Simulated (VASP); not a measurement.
# Au: single point with LDA

The system is Au.

```
CELL_PARAMETERS angstrom
0.00000 2.02407 2.02407
2.02407 0.00000 2.02407
2.02407 2.02407 0.00000
ATOMIC_POSITIONS crystal
Au 0.00000 0.00000 0.00000
```

```
Program             : VASP 6.6.1
Task                : single point
Functional          : LDA
Potentials or basis : VASP PAW LDA potentials, release 64 (Au)
Cutoff              : 520 eV
k mesh              : 14 × 14 × 14
Occupations         : fermi-dirac, width 0.15 eV
Spin                : no spin polarisation
```

The pressure is 0.5 GPa.

Levels at points of the mesh, in eV from the Fermi level:
```csv
k point,band 2,band 3,band 4,band 5,band 6,band 7,band 8,band 9,band 10,band 11
"(0.00, 0.00, 0.00)",-4.86,-4.86,-4.86,-3.25,-3.25,14.45,18.56,18.56,18.56,23.68
"(0.50, 0.00, 0.00)",-4.90,-4.90,-1.98,-1.98,-1.13,3.20,13.91,17.22,17.22,25.35
"(0.50, 0.50, 0.00)",-7.02,-2.02,-1.64,-1.64,0.89,5.97,10.00,10.00,17.55,20.24
```

Wall time 7.3 s on 1 thread of Intel(R) Xeon(R) 6975P-C (Granite Rapids) (shared host), peak memory 0.14 GiB.

Caveat: spin-orbit coupling is left out, which moves the levels of the heavy elements.
